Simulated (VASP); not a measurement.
# CuAu (P4/mmm) in VASP: settings compared

CuAu is run at these levels: LDA, PBE; tasks: single point.

Program: VASP 6.6.1. These are calculated values, not measurements. Logs are shortened: lines on timing, memory, paths and dates and some standing lists are left out, and cuts for length are marked.

## 1. The cell of the first run

Symmetry: P4/mmm, No. 123, tetragonal system. The conventional cell has a = 2.866 Å, b = 2.866 Å, c = 3.757 Å, α = 90.00°, β = 90.00°, γ = 90.00°. Within 3.6 Å of Au (site symmetry 4/mmm) lie 8 Cu at 2.76 Å and 4 Au at 2.87 Å. Within 3.6 Å of Cu (site symmetry 4/mmm) lie 8 Au at 2.76 Å and 4 Cu at 2.87 Å.

## 2. Single point, LDA

File INCAR:

```
SYSTEM = CuAu
PREC     = Accurate       ! precision mode
ENCUT    = 520            ! plane-wave cutoff, eV
EDIFF    = 1E-7           ! SCF threshold, eV
ISMEAR   = -1             ! smearing method
SIGMA    = 0.05           ! smearing width, eV
LREAL    = .FALSE.        ! projectors in reciprocal space
LASPH    = .TRUE.         ! aspherical terms in the spheres
NELM     = 80             ! most SCF steps
ALGO     = Fast           ! electronic algorithm
ISIF     = 2              ! what is computed and relaxed
LWAVE    = .FALSE.        ! write WAVECAR
LCHARG   = .FALSE.        ! write CHGCAR
NBANDS   = 18             ! bands
```

File KPOINTS:

```
regular mesh
0
G
  9 9 7
  0 0 0
```

File POSCAR:

```
CuAu
1.0
    2.8658761851      0.0000000000      0.0000000000
    0.0000000000      2.8658761851      0.0000000000
    0.0000000000      0.0000000000      3.7572732506
Au Cu
1 1
Direct
    0.0000000000      0.0000000000      0.0000000000
    0.5000000000      0.5000000000      0.5000000000
```

Potentials or basis: VASP PAW LDA potentials, release 64 (Au, Cu).

On the command line:

```
$ cat potpaw_LDA.64/Au/POTCAR potpaw_LDA.64/Cu/POTCAR > POTCAR
$ mpirun -np 1 vasp_std > vasp.out
```

OUTCAR:

```text
SYSTEM = CuAu
   PREC = Accurate
   ENCUT = 520
   EDIFF = 1E-7
   ISMEAR = -1
   LREAL = .FALSE.
   LASPH = .TRUE.
   NELM = 80
   ISIF = 2

 ion  position               nearest neighbor table
   1  0.000  0.000  0.000-   2 2.76   2 2.76   2 2.76   2 2.76   2 2.76   2 2.76   2 2.76   2 2.76

   2  0.500  0.500  0.500-   1 2.76   1 2.76   1 2.76   1 2.76   1 2.76   1 2.76   1 2.76   1 2.76

  LATTYP: Found a simple tetragonal cell.
 ALAT       =     2.8658761851
 C/A-ratio  =     1.3110382333

  Lattice vectors:

 A1 = (   2.8658761851,   0.0000000000,   0.0000000000)
 A2 = (   0.0000000000,   2.8658761851,   0.0000000000)
 A3 = (   0.0000000000,   0.0000000000,   3.7572732506)

Analysis of symmetry for initial positions (statically):
=====================================================================
 Subroutine PRICEL returns:
 Original cell was already a primitive cell.

 Routine SETGRP: Setting up the symmetry group for a
 simple tetragonal supercell.

 Subroutine GETGRP returns: Found 16 space group operations
 (whereof 16 operations were pure point group operations)
 out of a pool of 16 trial point group operations.

The static configuration has the point symmetry D_4h.

Analysis of symmetry for dynamics (positions and initial velocities):
=====================================================================
 Subroutine PRICEL returns:
 Original cell was already a primitive cell.

 Routine SETGRP: Setting up the symmetry group for a
 simple tetragonal supercell.

 Subroutine GETGRP returns: Found 16 space group operations
 (whereof 16 operations were pure point group operations)
 out of a pool of 16 trial point group operations.

The dynamic configuration has the point symmetry D_4h.

 Subroutine INISYM returns: Found 16 space group operations
 (whereof 16 operations are pure point group operations),
 and found     1 'primitive' translations

----------------------------------------------------------------------------------------

                                     Primitive cell

  volume of cell :      30.8594

  direct lattice vectors                    reciprocal lattice vectors
     2.865876185  0.000000000  0.000000000     0.348933427  0.000000000  0.000000000
     0.000000000  2.865876185  0.000000000     0.000000000  0.348933427  0.000000000
     0.000000000  0.000000000  3.757273251     0.000000000  0.000000000  0.266150459

[... 75 lines left out ...]
   ISTART =      0    job   : 0-new  1-cont  2-samecut
   ICHARG =      2    charge: 1-file 2-atom 10-const
   ISPIN  =      1    spin polarized calculation?
   LNONCOLLINEAR =      F non collinear calculations
   LSORBIT =      F    spin-orbit coupling
   LASPH  =      T    aspherical Exc in radial PAW
   ENCUT  =  520.0 eV  38.22 Ry    6.18 a.u.   5.33  5.33  6.99*2*pi/ulx,y,z
   NELM   =     80;   NELMIN=  2; NELMDL= -5     # of ELM steps
   EDIFF  = 0.1E-06   stopping-criterion for ELM
   LREAL  =      F    real-space projection
   EDIFFG = 0.1E-05   stopping-criterion for IOM
   NSW    =      0    number of steps for IOM
   IBRION =     -1    ionic relax: 0-MD 1-quasi-New 2-CG
   NFREE  =      0    steps in history (QN), initial steepest desc. (CG)
   ISIF   =      2    stress and relaxation
   ISYM   =      2    0-nonsym 1-usesym 2-fastsym
   POTIM  = 0.5000    time-step for ionic-motion
   TEBEG  =    0.0;   TEEND  =   0.0 temperature during run
   PSTRESS=    0.0 pullay stress
   NELECT =      22.0000    total number of electrons
   NUPDOWN=      -1.0000    fix difference up-down
   EMIN   =  10.00;   EMAX   =-10.00  energy-range for DOS
   EFERMI =   0.00;   METHOD = LEGACY
   ISMEAR =    -1;   SIGMA  =   0.05  broadening in eV -4-tet -1-fermi 0-gaus
   EFERMI_NEDOS =   21; number of points for ismear=-14 and -15
   IALGO  =     68    algorithm
   IMIX   =      4    mixing-type and parameters
     AMIX     =   0.40;   BMIX     =  1.00
     AMIX_MAG =   1.60;   BMIX_MAG =  1.00
  volume/ion in A,a.u.               =      15.43       104.12
  Fermi-wavevector in a.u.,A,eV,Ry     =   1.462468  2.763665 29.100332  2.138814
  Thomas-Fermi vector in A             =   2.578678
   LORBIT       =      0    0 simple, 1 ext, 2 COOP (PROOUT), +10 PAW based schemes
   GGA     = CA    functional components
   LHFCALC =     F    Hartree Fock is set to
   AEXX    =    0.0000 exact exchange contribution
   IVDW    =     0    specifies the selected vdW correction
   LEPSILON=     F    determine dielectric tensor
   LRPA    =     F    only Hartree local field effects (RPA)
 non-spin polarized calculation
 RMM-DIIS sequential band-by-band and
  energy-cutoff  :      520.00
  volume of cell :       30.86
 maximum number of plane-waves:       842
 NGX is ok and might be reduce to    24
   NGX = 11   NGY = 11   NGZ = 13

 number of electron      22.0000003 magnetization

 Free energy of the ion-electron system (eV)
  ---------------------------------------------------
  ext. energy  EPLUGINS =         0.00000000
  ---------------------------------------------------
  free energy    TOTEN  =        -9.10793290 eV

  energy without entropy =       -9.10361789  energy(sigma->0) =       -9.10577540

 E-fermi :   7.6222     XC(G=0): -12.6383

 val. band max:        7.6215543355   @ k =   0.4444   0.4444   0.0000
 cond. band min:       7.6425684204   @ k =   0.3333   0.1111   0.4286
 fundamental gap:      0.0210140849
 Fermi energy:         7.6222365493

 k-point     1 :       0.0000    0.0000    0.0000
  band No.  band energies     occupation
      1      -1.5979      2.00000
      2       1.4861      2.00000
      3       1.6525      2.00000
      4       3.8127      2.00000
      5       3.8127      2.00000
      6       4.7843      2.00000
[... 481 lines left out ...]
      5       3.8315      2.00000
      6       4.4004      2.00000
[... 10 lines left out ...]
     17      22.0256      0.00000
     18      22.9383      0.00000

 [... further k-points ...]
[... 5 lines left out ...]
  --------------------------------------------------------------------------------------
  -------------------------------------------------------------------------------------
  Total       -3.0388887     -3.0388887     -2.9392650      0.0000000      0.0000000     -0.0000000
  in kB     -157.7748420   -157.7748420   -152.6025158      0.0000000      0.0000000     -0.0000000
  external PRESSURE =    -156.0507333 kB  Pullay stress =       0.0000000 kB

 VOLUME and BASIS-vectors are now :
 -----------------------------------------------------------------------------
  energy-cutoff  :      520.00
  volume of cell :       30.86
      direct lattice vectors                 reciprocal lattice vectors
     2.865876185  0.000000000  0.000000000     0.348933427  0.000000000  0.000000000
     0.000000000  2.865876185  0.000000000     0.000000000  0.348933427  0.000000000
     0.000000000  0.000000000  3.757273251     0.000000000  0.000000000  0.266150459

 POSITION                                       TOTAL-FORCE (eV/Angst)
 -----------------------------------------------------------------------------------
      0.00000      0.00000      0.00000         0.000000      0.000000      0.000000
      1.43294      1.43294      1.87864         0.000000      0.000000      0.000000
 -----------------------------------------------------------------------------------
    total drift:                                0.000000      0.000000     -0.000000

  FREE ENERGIE OF THE ION-ELECTRON SYSTEM (eV)
  ---------------------------------------------------
  free  energy   TOTEN  =        -9.1079329047 eV

  energy  without entropy=       -9.1036178885  energy(sigma->0) =       -9.10577540
```

OSZICAR:

```text
N       E                     dE             d eps       ncg     rms          rms(c)
DAV:   1     0.127197742009E+03    0.12720E+03   -0.10811E+04  2328   0.170E+03
DAV:   2    -0.495399183161E+01   -0.13215E+03   -0.12362E+03  2188   0.295E+02
DAV:   3    -0.101333007676E+02   -0.51793E+01   -0.50805E+01  2580   0.691E+01
[... 12 lines left out ...]
RMM:  16    -0.910793495354E+01    0.76330E-06   -0.16744E-06  2708   0.113E-02    0.254E-02
RMM:  17    -0.910793334498E+01    0.16086E-05   -0.18546E-06  2674   0.206E-02    0.546E-03
RMM:  18    -0.910793320521E+01    0.13976E-06   -0.11168E-06  2516   0.114E-02    0.111E-02
RMM:  19    -0.910793294872E+01    0.25649E-06   -0.24655E-07  1686   0.638E-03    0.497E-03
RMM:  20    -0.910793290470E+01    0.44020E-07   -0.11249E-07  1306   0.332E-03
   1 F= -.91079329E+01 E0= -.91057754E+01  d E =-.431502E-02
```

stdout:

```text
POSCAR found type information on POSCAR AuCu
 POSCAR found :  2 types and       2 ions
 scaLAPACK will be used
 LDA part: xc-table for (Slater(with rela. corr.)+CA(PZ))
 , standard interpolation
 POSCAR, INCAR and KPOINTS ok, starting setup
 FFT: planning ... GRIDC
 FFT: planning ... GRID_SOFT
 FFT: planning ... GRID
 WAVECAR not read
 entering main loop
WARNING in EDDRMM: call to ZHEGV failed, returncode =   6  3     17
 num prob  num prob  num prob RMM:  20    -0.910793290470E+01    0.44020E-07   -0.11249E-07  1306   0.332E-03
```

It took 20 s on 1 thread of Intel Xeon Platinum 8559C (Emerald Rapids), shared host; peak memory 0.15 GiB.

What came out:

* Free energy: -9.1079 eV
* Pressure: -15.6 GPa
* Band gap on the k mesh: zero (band 11 reaches 10.93 eV, above the bottom of band 12 at 5.77 eV)

Levels at points of the mesh, in eV from the Fermi level:
| k point | band 7 | band 8 | band 9 | band 10 | band 11 | band 12 | band 13 | band 14 | band 15 | band 16 |
| --- | --- | --- | --- | --- | --- | --- | --- | --- | --- | --- |
| (0.00, 0.00, 0.00) | -2.64 | -2.01 | -1.61 | -1.42 | -1.42 | 2.18 | 7.51 | 9.75 | 9.75 | 16.21 |

Caveat: spin-orbit coupling is left out, which moves the levels of the heavy elements.

## 3. Single point, PBE

File INCAR:

```
SYSTEM = CuAu
ALGO = Fast
EDIFF = 1E-6
ENCUT = 520
GGA = PE
ISIF = 2
ISMEAR = -1
LASPH = .TRUE.
LCHARG = .TRUE.
LELF = .TRUE.
LREAL = .FALSE.
LVHAR = .TRUE.
LWAVE = .FALSE.
NBANDS = 18
NELM = 100
PREC = Accurate
SIGMA = 0.05
```

File KPOINTS:

```
k-points
0
G
  9 9 7
  0 0 0
```

POSCAR is that of step 2.

Potentials or basis: VASP PAW PBE potentials, release 64 (Au, Cu).

On the command line:

```
$ cat potpaw_PBE.64/Au/POTCAR potpaw_PBE.64/Cu/POTCAR > POTCAR
$ mpirun -np 1 vasp_std > vasp.out
```

Run time: 19 s. Hardware: 1 thread of Intel Xeon Platinum 8559C (Emerald Rapids), shared host; peak memory 0.16 GiB.

Results (log left out):

| Property | Result |
| --- | --- |
| Free energy | -7.0687 eV |
| Pressure | -3.7 GPa |
| Band gap on the k mesh | zero (band 11 reaches 11.19 eV, above the bottom of band 12 at 6.05 eV) |

Stress tensor (GPa, compression positive):
```
-3.76  0.00  0.00
 0.00 -3.76  0.00
 0.00  0.00 -3.50
```

Levels at points of the mesh, in eV from the Fermi level:
| k point | band 7 | band 8 | band 9 | band 10 | band 11 | band 12 | band 13 | band 14 | band 15 | band 16 |
| --- | --- | --- | --- | --- | --- | --- | --- | --- | --- | --- |
| (0.00, 0.00, 0.00) | -2.62 | -2.00 | -1.60 | -1.40 | -1.40 | 2.20 | 7.53 | 9.82 | 9.82 | 16.17 |

Caveat: spin-orbit coupling is left out, which moves the levels of the heavy elements.
